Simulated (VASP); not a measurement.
# Rh (R-3m) in VASP: electric field gradients with PBE

Aim: the electric field gradients of Rh with PBE.

Program: VASP 6.6.1. These are calculated values, not measurements. Logs are shortened: lines on timing, memory, paths and dates and some standing lists are left out, and cuts for length are marked.

## 1. The cell of the first run

Symmetry: R-3m, No. 166, trigonal system. The conventional cell has a = 3.676 Å, b = 3.676 Å, c = 9.004 Å, α = 90.00°, β = 90.00°, γ = 120.00°. Rh (site symmetry 3m) has 4 Rh at 2.12 to 2.30 Å within 2.8 Å.

## 2. Electric field gradients, PBE (shortest bond scaled by 0.94)

File INCAR:

```
PREC = Accurate
ENCUT = 460
EDIFF = 1E-8
ISMEAR = -1
SIGMA = 0.05
LREAL = False
LASPH = True
NELM = 120
ALGO = Normal
ISIF = 2
LWAVE = False
LCHARG = False
GGA = PE
LEFG = True
NBANDS = 24
GGA_COMPAT = False
```

File KPOINTS:

```
Automatic mesh
0
Gamma
  10 10 10
```

File POSCAR:

```
Rh
1.0
    0.0000000000      2.5993341490      2.5993341490
    2.5993341490      0.0000000000      2.5993341490
    2.5993341490      2.5993341490      0.0000000000
Rh
2
Direct
   -0.1475000000     -0.1175000000     -0.1175000000
    0.1475000000      0.1175000000      0.1175000000
```

Potentials or basis: VASP PAW PBE potentials, release 64 (Rh_sv_GW).

The run is started by

```console
cat potpaw_PBE.64/Rh_sv_GW/POTCAR > POTCAR
mpirun -np 1 vasp_std > vasp.out
```

OUTCAR:

```text
PREC = Accurate
   ENCUT = 460
   EDIFF = 1E-8
   ISMEAR = -1
   LREAL = False
   LASPH = True
   NELM = 120
   ISIF = 2
   GGA = PE

 ion  position               nearest neighbor table
   1  0.852  0.883  0.883-   2 2.12   2 2.30   2 2.30   2 2.30
   2  0.148  0.117  0.117-   1 2.12   1 2.30   1 2.30   1 2.30

  LATTYP: Found a face centered cubic cell.
 ALAT       =     5.1986682980

  Lattice vectors:

 A1 = (   0.0000000000,   2.5993341490,   2.5993341490)
 A2 = (   2.5993341490,   0.0000000000,   2.5993341490)
 A3 = (   2.5993341490,   2.5993341490,   0.0000000000)

Analysis of symmetry for initial positions (statically):
=====================================================================
 Subroutine PRICEL returns:
 Original cell was already a primitive cell.

 Routine SETGRP: Setting up the symmetry group for a
 face centered cubic supercell.

 Subroutine GETGRP returns: Found 12 space group operations
 (whereof  4 operations were pure point group operations)
 out of a pool of 48 trial point group operations.

The static configuration has the point symmetry C_2h.
 The point group associated with its full space group is D_3d.

Analysis of symmetry for dynamics (positions and initial velocities):
=====================================================================
 Subroutine PRICEL returns:
 Original cell was already a primitive cell.

 Routine SETGRP: Setting up the symmetry group for a
 face centered cubic supercell.

 Subroutine GETGRP returns: Found 12 space group operations
 (whereof  4 operations were pure point group operations)
 out of a pool of 48 trial point group operations.

The dynamic configuration has the point symmetry C_2h.
 The point group associated with its full space group is D_3d.

 Subroutine INISYM returns: Found 12 space group operations
 (whereof  4 operations are pure point group operations),
 and found     1 'primitive' translations

----------------------------------------------------------------------------------------

                                     Primitive cell

  volume of cell :      35.1250

  direct lattice vectors                    reciprocal lattice vectors
     0.000000000  2.599334149  2.599334149    -0.192356954  0.192356954  0.192356954
     2.599334149  0.000000000  2.599334149     0.192356954 -0.192356954  0.192356954
     2.599334149  2.599334149  0.000000000     0.192356954  0.192356954 -0.192356954

  length of vectors
     3.676013607  3.676013607  3.676013607     0.333172018  0.333172018  0.333172018

  position of ions in fractional coordinates (direct lattice)
     0.852500000  0.882500000  0.882500000
     0.147500000  0.117500000  0.117500000

  ion indices of the primitive-cell ions
   primitive index   ion index
                 1           1
                 2           2

----------------------------------------------------------------------------------------

 KPOINTS: Automatic mesh

Automatic generation of k-mesh.
 Grid dimensions read from file:
 generate k-points for:   10   10   10

 Generating k-lattice:

  Cartesian coordinates                     Fractional coordinates (reciprocal lattice)
    -0.019235695  0.019235695  0.019235695     0.100000000  0.000000000  0.000000000
     0.019235695 -0.019235695  0.019235695     0.000000000  0.100000000  0.000000000
     0.019235695  0.019235695 -0.019235695     0.000000000  0.000000000  0.100000000

  Length of vectors
     0.033317202  0.033317202  0.033317202

  Shift w.r.t. Gamma in fractional coordinates (k-lattice)
     0.000000000  0.000000000  0.000000000

 Subroutine IBZKPT returns following result:
 ===========================================

 Found    116 irreducible k-points:

 Following reciprocal coordinates:
            Coordinates               Weight
  0.000000  0.000000  0.000000      1.000000
  0.100000  0.000000  0.000000      2.000000
  0.000000  0.100000  0.000000      6.000000
  0.200000  0.000000  0.000000      2.000000
  0.000000  0.200000  0.000000      6.000000
  0.300000  0.000000  0.000000      2.000000
[... 16 lines left out ...]
  0.000000  0.500000  0.100000     12.000000
  0.100000  0.000000  0.500000      6.000000
 [... further k-points ...]
   k-points           NKPTS =    116   k-points in BZ     NKDIM =    116   number of bands    NBANDS=     24
   number of dos      NEDOS =    301   number of ions     NIONS =      2
   total plane-waves  NPLWV =  21952
   dimension x,y,z NGX =    28 NGY =   28 NGZ =   28
   dimension x,y,z NGXF=    56 NGYF=   56 NGZF=   56
   ions per type =               2
   NGX,Y,Z   is equivalent  to a cutoff of  12.66, 12.66, 12.66 a.u.
   NGXF,Y,Z  is equivalent  to a cutoff of  25.33, 25.33, 25.33 a.u.
 SYSTEM =  unknown system
   PREC   = accura    normal or accurate (medium, high low for compatibility)
   ISTART =      0    job   : 0-new  1-cont  2-samecut
   ICHARG =      2    charge: 1-file 2-atom 10-const
   ISPIN  =      1    spin polarized calculation?
   LNONCOLLINEAR =      F non collinear calculations
   LSORBIT =      F    spin-orbit coupling
   LASPH  =      T    aspherical Exc in radial PAW
   ENCUT  =  460.0 eV  33.81 Ry    5.81 a.u.   6.43  6.43  6.43*2*pi/ulx,y,z
   NELM   =    120;   NELMIN=  2; NELMDL= -5     # of ELM steps
   EDIFF  = 0.1E-07   stopping-criterion for ELM
   LREAL  =      F    real-space projection
   EDIFFG = 0.1E-06   stopping-criterion for IOM
   NSW    =      0    number of steps for IOM
   IBRION =     -1    ionic relax: 0-MD 1-quasi-New 2-CG
   NFREE  =      0    steps in history (QN), initial steepest desc. (CG)
   ISIF   =      2    stress and relaxation
   ISYM   =      2    0-nonsym 1-usesym 2-fastsym
   POTIM  = 0.5000    time-step for ionic-motion
   TEBEG  =    0.0;   TEEND  =   0.0 temperature during run
   PSTRESS=    0.0 pullay stress
   NELECT =      34.0000    total number of electrons
   NUPDOWN=      -1.0000    fix difference up-down
   EMIN   =  10.00;   EMAX   =-10.00  energy-range for DOS
   EFERMI =   0.00;   METHOD = LEGACY
   ISMEAR =    -1;   SIGMA  =   0.05  broadening in eV -4-tet -1-fermi 0-gaus
   EFERMI_NEDOS =   21; number of points for ismear=-14 and -15
   IALGO  =     38    algorithm
   IMIX   =      4    mixing-type and parameters
     AMIX     =   0.40;   BMIX     =  1.00
     AMIX_MAG =   1.60;   BMIX_MAG =  1.00
  volume/ion in A,a.u.               =      17.56       118.52
  Fermi-wavevector in a.u.,A,eV,Ry     =   1.619431  3.060280 35.682036  2.622556
  Thomas-Fermi vector in A             =   2.713533
   LORBIT       =      0    0 simple, 1 ext, 2 COOP (PROOUT), +10 PAW based schemes
   GGA     = PE    functional components
   LHFCALC =     F    Hartree Fock is set to
   AEXX    =    0.0000 exact exchange contribution
   IVDW    =     0    specifies the selected vdW correction
   LEPSILON=     F    determine dielectric tensor
   LRPA    =     F    only Hartree local field effects (RPA)
 non-spin polarized calculation
  energy-cutoff  :      460.00
  volume of cell :       35.12
 maximum number of plane-waves:       801
 NGX is ok and might be reduce to    28
   NGX = 13   NGY = 13   NGZ = 13

 number of electron      33.9999994 magnetization

 Free energy of the ion-electron system (eV)
  ---------------------------------------------------
  ext. energy  EPLUGINS =         0.00000000
  ---------------------------------------------------
  free energy    TOTEN  =        -9.76821507 eV

  energy without entropy =       -9.74800802  energy(sigma->0) =       -9.75811154

 E-fermi :   7.9885     XC(G=0): -12.1771

 val. band max:        7.9855203245   @ k =   0.1000   0.5000   0.4000
 cond. band min:       7.9910325433   @ k =   0.0000   0.3000   0.1000
 fundamental gap:      0.0055122189
 Fermi energy:         7.9884620544

 k-point     1 :       0.0000    0.0000    0.0000
  band No.  band energies     occupation
      1     -71.7782      2.00000
      2     -71.1373      2.00000
      3     -40.4851      2.00000
      4     -39.6422      2.00000
      5     -39.6422      2.00000
      6     -38.9671      2.00000
[... 16 lines left out ...]
     23      21.6675      0.00000
     24      22.1676      0.00000

 k-point     2 :       0.1000    0.0000    0.0000
  band No.  band energies     occupation
      1     -71.7632      2.00000
      2     -71.1534      2.00000
      3     -40.4751      2.00000
      4     -39.6675      2.00000
      5     -39.6675      2.00000
      6     -38.9431      2.00000
[... 16 lines left out ...]
     23      21.3783      0.00000
     24      22.6060      0.00000

 k-point     3 :       0.0000    0.1000    0.0000
  band No.  band energies     occupation
      1     -71.7693      2.00000
      2     -71.1469      2.00000
      3     -40.4888      2.00000
      4     -39.6557      2.00000
      5     -39.6534      2.00000
      6     -38.9621      2.00000
[... 16 lines left out ...]
     23      21.2059      0.00000
     24      22.5068      0.00000

 k-point     4 :       0.2000    0.0000    0.0000
  band No.  band energies     occupation
      1     -71.7194      2.00000
      2     -71.1997      2.00000
      3     -40.4431      2.00000
      4     -39.7236      2.00000
      5     -39.7236      2.00000
      6     -38.8841      2.00000
[... 16 lines left out ...]
     23      20.5295      0.00000
     24      22.6202      0.00000

 k-point     5 :       0.0000    0.2000    0.0000
  band No.  band energies     occupation
      1     -71.7441      2.00000
      2     -71.1733      2.00000
      3     -40.4939      2.00000
      4     -39.6843      2.00000
      5     -39.6783      2.00000
      6     -38.9453      2.00000
[... 16 lines left out ...]
     23      20.4202      0.00000
     24      22.7341      0.00000

 k-point     6 :       0.3000    0.0000    0.0000
  band No.  band energies     occupation
      1     -71.6509      2.00000
      2     -71.2711      2.00000
      3     -40.4007      2.00000
      4     -39.7829      2.00000
      5     -39.7829      2.00000
      6     -38.8201      2.00000
[... 16 lines left out ...]
     23      19.5719      0.00000
     24      22.7408      0.00000
[... 379 lines left out ...]
 k-point    21 :       0.1000    0.0000    0.4000
  band No.  band energies     occupation
      1     -71.6816      2.00000
      2     -71.2383      2.00000
      3     -40.5144      2.00000
      4     -39.7544      2.00000
      5     -39.6812      2.00000
      6     -38.9893      2.00000
[... 16 lines left out ...]
     23      19.3748      0.00000
     24      22.9201      0.00000

 k-point    22 :       0.5000    0.1000    0.0000
  band No.  band energies     occupation
      1     -71.5023      2.00000
      2     -71.4229      2.00000
      3     -40.3747      2.00000
      4     -39.8511      2.00000
      5     -39.8008      2.00000
      6     -38.9258      2.00000
[... 16 lines left out ...]
     23      18.7272      0.00000
     24      23.4493      0.00000

 k-point    23 :       0.0000    0.5000    0.1000
  band No.  band energies     occupation
      1     -71.6555      2.00000
      2     -71.2654      2.00000
      3     -40.5056      2.00000
      4     -39.8131      2.00000
      5     -39.6673      2.00000
      6     -38.9822      2.00000
[... 16 lines left out ...]
     23      18.8036      0.00000
     24      23.0477      0.00000

 k-point    24 :       0.1000    0.0000    0.5000
  band No.  band energies     occupation
      1     -71.6555      2.00000
      2     -71.2654      2.00000
      3     -40.5107      2.00000
      4     -39.7587      2.00000
      5     -39.7179      2.00000
      6     -38.9607      2.00000
[... 16 lines left out ...]
     23      19.2006      0.00000
     24      23.1241      0.00000

 [... further k-points ...]
[... 5 lines left out ...]
  --------------------------------------------------------------------------------------
  -------------------------------------------------------------------------------------
  Total        7.7064377      7.7064377      7.7064377     -2.7304748      2.7304748     -2.7304748
  in kB      351.5182875    351.5182875    351.5182875   -124.5467585    124.5467585   -124.5467585
  external PRESSURE =     351.5182875 kB  Pullay stress =       0.0000000 kB

 VOLUME and BASIS-vectors are now :
 -----------------------------------------------------------------------------
  energy-cutoff  :      460.00
  volume of cell :       35.12
      direct lattice vectors                 reciprocal lattice vectors
     0.000000000  2.599334149  2.599334149    -0.192356954  0.192356954  0.192356954
     2.599334149  0.000000000  2.599334149     0.192356954 -0.192356954  0.192356954
     2.599334149  2.599334149  0.000000000     0.192356954  0.192356954 -0.192356954

 POSITION                                       TOTAL-FORCE (eV/Angst)
 -----------------------------------------------------------------------------------
      4.58782      4.50984      4.50984        -1.776801      1.776801      1.776801
      0.61084      0.68882      0.68882         1.776801     -1.776801     -1.776801
 -----------------------------------------------------------------------------------
    total drift:                                0.000000      0.000000     -0.000000

  FREE ENERGIE OF THE ION-ELECTRON SYSTEM (eV)
  ---------------------------------------------------
  free  energy   TOTEN  =        -9.7682150673 eV

  energy  without entropy=       -9.7480080193  energy(sigma->0) =       -9.75811154

 Electric field gradients (V/A^2)
---------------------------------------------------------------------
 ion       V_xx      V_yy      V_zz      V_xy      V_xz      V_yz
---------------------------------------------------------------------
   1      -0.000     0.000     0.000   -32.558   -32.558    32.553
   2      -0.000     0.000     0.000   -32.558   -32.558    32.553
---------------------------------------------------------------------

 Electric field gradients after diagonalization (V/A^2)
 (convention: |V_zz| > |V_xx| > |V_yy|)
----------------------------------------------------------------------
 ion       V_xx      V_yy      V_zz     asymmetry (V_yy - V_xx)/ V_zz
----------------------------------------------------------------------
   1     -32.560   -32.553    65.113       0.000
   2     -32.560   -32.553    65.113       0.000
----------------------------------------------------------------------

           NMR quadrupolar parameters

 Cq : quadrupolar parameter    Cq=e*Q*V_zz/h
 eta: asymmetry parameters     (V_yy - V_xx)/ V_zz
 Q  : nuclear electric quadrupole moment in mb (millibarn)
----------------------------------------------------------------------
 ion       Cq(MHz)       eta       Q (mb)
----------------------------------------------------------------------
   1       0.157       0.000       1.000
   2       0.157       0.000       1.000
----------------------------------------------------------------------
```

Wall time 96 s (1 thread of AMD EPYC 7R13 (Zen 3), shared host); peak memory 0.19 GiB.

Results:

```
Free energy                             : -9.7682 eV
Pressure                                : 35.2 GPa
Largest force                           : 3.078 eV/Å
Band gap on the k mesh                  : zero (bands 17 and 18 overlap by 1.38 eV)
Largest electric field gradient by atom : Rh +65.1 V/Å²
```

Forces in eV/Å, atoms in the order of the input:
```
Rh  -1.777  1.777  1.777
Rh   1.777 -1.777 -1.777
```

Electric field gradients, principal values (V/Å²):
```tsv
atom	least	middle	greatest (by size)
1 Rh	-32.553	-32.560	65.113
2 Rh	-32.553	-32.560	65.113
```

Caveat: the cell differs from its parent crystal (shortest bond scaled by 0.94); the cell stands under pressure; without QUAD_EFG the Cq values of the log hold for a quadrupole moment of 1 mb, not for the nuclei; forces of over 1 eV/Å act on the atoms, so gaps and moduli don't describe the material at rest.
